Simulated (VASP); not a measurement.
# AlRu (Pm-3m) in VASP: notebook, part 2 of 2

VASP 6.6.1.

## 3. Single point, PBEsol

This run uses another cell than the first one, of 13.24 Å³/atom.

File INCAR:

```
PREC = Accurate ; ENCUT = 520
EDIFF = 1E-6 ; ISMEAR = 0
SIGMA = 0.1 ; LREAL = False
LASPH = True ; NELM = 100
ALGO = Fast ; ISIF = 2
LWAVE = False ; LCHARG = False
GGA = PS ; NBANDS = 16
```

File KPOINTS:

```
Automatic mesh
0
Gamma
  14 14 14
```

File POSCAR:

```
AlRu
1.0
    2.9808811808      0.0000000000      0.0000000000
    0.0000000000      2.9808811808      0.0000000000
    0.0000000000      0.0000000000      2.9808811808
Al Ru
1 1
Direct
    0.0000000000      0.0000000000      0.0000000000
    0.5000000000      0.5000000000      0.5000000000
```

Potentials or basis: VASP PAW PBE potentials, release 64 (Al, Ru_pv).

Launch:

```console
> cat potpaw_PBE.64/Al/POTCAR potpaw_PBE.64/Ru_pv/POTCAR > POTCAR
> mpirun -np 1 vasp_std > vasp.out
```

OUTCAR:

```text
PREC = Accurate
   ENCUT = 520
   EDIFF = 1E-6
   ISMEAR = 0
   LREAL = False
   LASPH = True
   NELM = 100
   ISIF = 2
   GGA = PS

 ion  position               nearest neighbor table
   1  0.000  0.000  0.000-   2 2.58   2 2.58   2 2.58   2 2.58   2 2.58   2 2.58   2 2.58   2 2.58

   2  0.500  0.500  0.500-   1 2.58   1 2.58   1 2.58   1 2.58   1 2.58   1 2.58   1 2.58   1 2.58

  LATTYP: Found a simple cubic cell.
 ALAT       =     2.9808811808

  Lattice vectors:

 A1 = (   2.9808811808,   0.0000000000,   0.0000000000)
 A2 = (   0.0000000000,   2.9808811808,   0.0000000000)
 A3 = (   0.0000000000,   0.0000000000,   2.9808811808)

Analysis of symmetry for initial positions (statically):
=====================================================================
 Subroutine PRICEL returns:
 Original cell was already a primitive cell.

 Routine SETGRP: Setting up the symmetry group for a
 simple cubic supercell.

 Subroutine GETGRP returns: Found 48 space group operations
 (whereof 48 operations were pure point group operations)
 out of a pool of 48 trial point group operations.

The static configuration has the point symmetry O_h .

Analysis of symmetry for dynamics (positions and initial velocities):
=====================================================================
 Subroutine PRICEL returns:
 Original cell was already a primitive cell.

 Routine SETGRP: Setting up the symmetry group for a
 simple cubic supercell.

 Subroutine GETGRP returns: Found 48 space group operations
 (whereof 48 operations were pure point group operations)
 out of a pool of 48 trial point group operations.

The dynamic configuration has the point symmetry O_h .

 Subroutine INISYM returns: Found 48 space group operations
 (whereof 48 operations are pure point group operations),
 and found     1 'primitive' translations

----------------------------------------------------------------------------------------

                                     Primitive cell

  volume of cell :      26.4871

  direct lattice vectors                    reciprocal lattice vectors
     2.980881181  0.000000000  0.000000000     0.335471272  0.000000000  0.000000000
     0.000000000  2.980881181  0.000000000     0.000000000  0.335471272  0.000000000
     0.000000000  0.000000000  2.980881181     0.000000000  0.000000000  0.335471272

  length of vectors
     2.980881181  2.980881181  2.980881181     0.335471272  0.335471272  0.335471272

  position of ions in fractional coordinates (direct lattice)
     0.000000000  0.000000000  0.000000000
     0.500000000  0.500000000  0.500000000

  ion indices of the primitive-cell ions
   primitive index   ion index
                 1           1
                 2           2

----------------------------------------------------------------------------------------

 KPOINTS: Automatic mesh

Automatic generation of k-mesh.
 Grid dimensions read from file:
 generate k-points for:   14   14   14

 Generating k-lattice:

  Cartesian coordinates                     Fractional coordinates (reciprocal lattice)
     0.023962234  0.000000000  0.000000000     0.071428571  0.000000000  0.000000000
     0.000000000  0.023962234  0.000000000     0.000000000  0.071428571  0.000000000
     0.000000000  0.000000000  0.023962234     0.000000000  0.000000000  0.071428571

  Length of vectors
     0.023962234  0.023962234  0.023962234

  Shift w.r.t. Gamma in fractional coordinates (k-lattice)
     0.000000000  0.000000000  0.000000000

 Subroutine IBZKPT returns following result:
 ===========================================

 Found    120 irreducible k-points:

 Following reciprocal coordinates:
            Coordinates               Weight
  0.000000  0.000000  0.000000      1.000000
  0.071429  0.000000  0.000000      6.000000
  0.142857  0.000000  0.000000      6.000000
  0.214286  0.000000  0.000000      6.000000
  0.285714  0.000000  0.000000      6.000000
  0.357143  0.000000  0.000000      6.000000
[... 16 lines left out ...]
  0.285714  0.214286  0.000000     24.000000
  0.357143  0.214286  0.000000     24.000000
 [... further k-points ...]
   k-points           NKPTS =    120   k-points in BZ     NKDIM =    120   number of bands    NBANDS=     16
   number of dos      NEDOS =    301   number of ions     NIONS =      2
   total plane-waves  NPLWV =  13824
   dimension x,y,z NGX =    24 NGY =   24 NGZ =   24
   dimension x,y,z NGXF=    48 NGYF=   48 NGZF=   48
   ions per type =               1   1
   NGX,Y,Z   is equivalent  to a cutoff of  13.38, 13.38, 13.38 a.u.
   NGXF,Y,Z  is equivalent  to a cutoff of  26.77, 26.77, 26.77 a.u.
 SYSTEM =  unknown system
   PREC   = accura    normal or accurate (medium, high low for compatibility)
   ISTART =      0    job   : 0-new  1-cont  2-samecut
   ICHARG =      2    charge: 1-file 2-atom 10-const
   ISPIN  =      1    spin polarized calculation?
   LNONCOLLINEAR =      F non collinear calculations
   LSORBIT =      F    spin-orbit coupling
   LASPH  =      T    aspherical Exc in radial PAW
   ENCUT  =  520.0 eV  38.22 Ry    6.18 a.u.   5.54  5.54  5.54*2*pi/ulx,y,z
   NELM   =    100;   NELMIN=  2; NELMDL= -5     # of ELM steps
   EDIFF  = 0.1E-05   stopping-criterion for ELM
   LREAL  =      F    real-space projection
   EDIFFG = 0.1E-04   stopping-criterion for IOM
   NSW    =      0    number of steps for IOM
   IBRION =     -1    ionic relax: 0-MD 1-quasi-New 2-CG
   NFREE  =      0    steps in history (QN), initial steepest desc. (CG)
   ISIF   =      2    stress and relaxation
   ISYM   =      2    0-nonsym 1-usesym 2-fastsym
   POTIM  = 0.5000    time-step for ionic-motion
   TEBEG  =    0.0;   TEEND  =   0.0 temperature during run
   PSTRESS=    0.0 pullay stress
   NELECT =      17.0000    total number of electrons
   NUPDOWN=      -1.0000    fix difference up-down
   EMIN   =  10.00;   EMAX   =-10.00  energy-range for DOS
   EFERMI =   0.00;   METHOD = LEGACY
   ISMEAR =     0;   SIGMA  =   0.10  broadening in eV -4-tet -1-fermi 0-gaus
   EFERMI_NEDOS =   21; number of points for ismear=-14 and -15
   IALGO  =     68    algorithm
   IMIX   =      4    mixing-type and parameters
     AMIX     =   0.40;   BMIX     =  1.00
     AMIX_MAG =   1.60;   BMIX_MAG =  1.00
  volume/ion in A,a.u.               =      13.24        89.37
  Fermi-wavevector in a.u.,A,eV,Ry     =   1.412147  2.668570 27.132170  1.994158
  Thomas-Fermi vector in A             =   2.533925
   LORBIT       =      0    0 simple, 1 ext, 2 COOP (PROOUT), +10 PAW based schemes
   GGA     = PS    functional components
   LHFCALC =     F    Hartree Fock is set to
   AEXX    =    0.0000 exact exchange contribution
   IVDW    =     0    specifies the selected vdW correction
   LEPSILON=     F    determine dielectric tensor
   LRPA    =     F    only Hartree local field effects (RPA)
 non-spin polarized calculation
 RMM-DIIS sequential band-by-band and
 Gauss-broadening in eV      SIGMA  =   0.10
  energy-cutoff  :      520.00
  volume of cell :       26.49
 maximum number of plane-waves:       739
 NGX is ok and might be reduce to    24
   NGX = 11   NGY = 11   NGZ = 11

 number of electron      16.9999996 magnetization

 Free energy of the ion-electron system (eV)
  ---------------------------------------------------
  ext. energy  EPLUGINS =         0.00000000
  ---------------------------------------------------
  free energy    TOTEN  =       -15.51826063 eV

  energy without entropy =      -15.50892265  energy(sigma->0) =      -15.51359164

 E-fermi :  10.7477     XC(G=0): -12.7426

 val. band max:       10.7376686185   @ k =   0.5000   0.2857   0.1429
 cond. band min:      10.7587450601   @ k =   0.1429   0.0714   0.0714
 fundamental gap:      0.0210764415
 Fermi energy:        10.7477441569

 k-point     1 :       0.0000    0.0000    0.0000
  band No.  band energies     occupation
      1     -30.9638      2.00000
      2     -30.9638      2.00000
      3     -30.9638      2.00000
      4       1.0020      2.00000
      5       7.1010      2.00000
      6       7.1010      2.00000
[... 8 lines left out ...]
     15      22.7485      0.00000
     16      26.0326      0.00000
[... 419 lines left out ...]
 k-point    24 :       0.3571    0.2143    0.0000
  band No.  band energies     occupation
      1     -31.1322      2.00000
      2     -31.0316      2.00000
      3     -30.9412      2.00000
      4       3.8785      2.00000
      5       6.7681      2.00000
      6       8.1485      2.00000
[... 8 lines left out ...]
     15      23.4060      0.00000
     16      25.1789      0.00000

 [... further k-points ...]

------------------------ aborting loop because EDIFF is reached ----------------------------------------

  FORCE on cell =-STRESS in cart. coord.  units (eV):
  Direction    XX          YY          ZZ          XY          YZ          ZX
  --------------------------------------------------------------------------------------
  -------------------------------------------------------------------------------------
  Total       -0.1611711     -0.1611711     -0.1611711      0.0000000      0.0000000     -0.0000000
  in kB       -9.7490829     -9.7490829     -9.7490829      0.0000000      0.0000000     -0.0000000
  external PRESSURE =      -9.7490829 kB  Pullay stress =       0.0000000 kB

 VOLUME and BASIS-vectors are now :
 -----------------------------------------------------------------------------
  energy-cutoff  :      520.00
  volume of cell :       26.49
      direct lattice vectors                 reciprocal lattice vectors
     2.980881181  0.000000000  0.000000000     0.335471272  0.000000000  0.000000000
     0.000000000  2.980881181  0.000000000     0.000000000  0.335471272  0.000000000
     0.000000000  0.000000000  2.980881181     0.000000000  0.000000000  0.335471272

 POSITION                                       TOTAL-FORCE (eV/Angst)
 -----------------------------------------------------------------------------------
      0.00000      0.00000      0.00000         0.000000      0.000000      0.000000
      1.49044      1.49044      1.49044         0.000000      0.000000      0.000000
 -----------------------------------------------------------------------------------
    total drift:                                0.000000     -0.000000     -0.000000

  FREE ENERGIE OF THE ION-ELECTRON SYSTEM (eV)
  ---------------------------------------------------
  free  energy   TOTEN  =       -15.5182606318 eV

  energy  without entropy=      -15.5089226473  energy(sigma->0) =      -15.51359164
```

OSZICAR:

```text
N       E                     dE             d eps       ncg     rms          rms(c)
DAV:   1     0.113127725402E+03    0.11313E+03   -0.91995E+03  3960   0.990E+02
DAV:   2    -0.144686873033E+02   -0.12760E+03   -0.12153E+03  4464   0.290E+02
DAV:   3    -0.163047256732E+02   -0.18360E+01   -0.18305E+01  5008   0.363E+01
DAV:   4    -0.163176657568E+02   -0.12940E-01   -0.12927E-01  4640   0.323E+00
DAV:   5    -0.163178423998E+02   -0.17664E-03   -0.17640E-03  4832   0.363E-01    0.135E+01
RMM:   6    -0.156203380016E+02    0.69750E+00   -0.23541E+00  3941   0.119E+01    0.241E+00
RMM:   7    -0.155367230708E+02    0.83615E-01   -0.14663E-01  4046   0.312E+00    0.204E+00
RMM:   8    -0.155185589978E+02    0.18164E-01   -0.17044E-02  4221   0.912E-01    0.205E-01
RMM:   9    -0.155182681805E+02    0.29082E-03   -0.13024E-03  4355   0.296E-01    0.134E-01
RMM:  10    -0.155182614563E+02    0.67242E-05   -0.17099E-04  4540   0.120E-01    0.305E-02
RMM:  11    -0.155182621902E+02   -0.73387E-06   -0.38893E-05  4542   0.504E-02    0.220E-02
RMM:  12    -0.155182606114E+02    0.15788E-05   -0.11963E-05  4560   0.289E-02    0.710E-03
RMM:  13    -0.155182606318E+02   -0.20441E-07   -0.18104E-06  3546   0.120E-02
   1 F= -.15518261E+02 E0= -.15513592E+02  d E =-.933798E-02
```

Wall time 37 s (1 thread of Intel Xeon 8259CL, shared host); peak memory 0.17 GiB.

Results:

```yaml
Free_energy: -15.5183 eV
Pressure: -1.0 GPa
Band_gap_on_the_k_mesh: zero (an odd number of electrons rules out a gap without spin polarisation)
```

Levels at points of the mesh, in eV from the Fermi level:
```tsv
k point	band 7	band 8	band 9	band 10	band 11	band 12
(0.00, 0.00, 0.00)	0.20	0.20	0.20	6.12	6.12	6.12
(0.50, 0.00, 0.00)	-1.62	-1.62	0.45	2.33	7.44	11.06
(0.50, 0.50, 0.00)	-1.37	-1.18	-1.18	1.56	5.35	6.39
(0.50, 0.50, 0.50)	1.66	1.66	2.67	4.13	4.13	4.13
```

Caveat: the PAW data sets were made with another functional, which shifts forces and pressure a little.
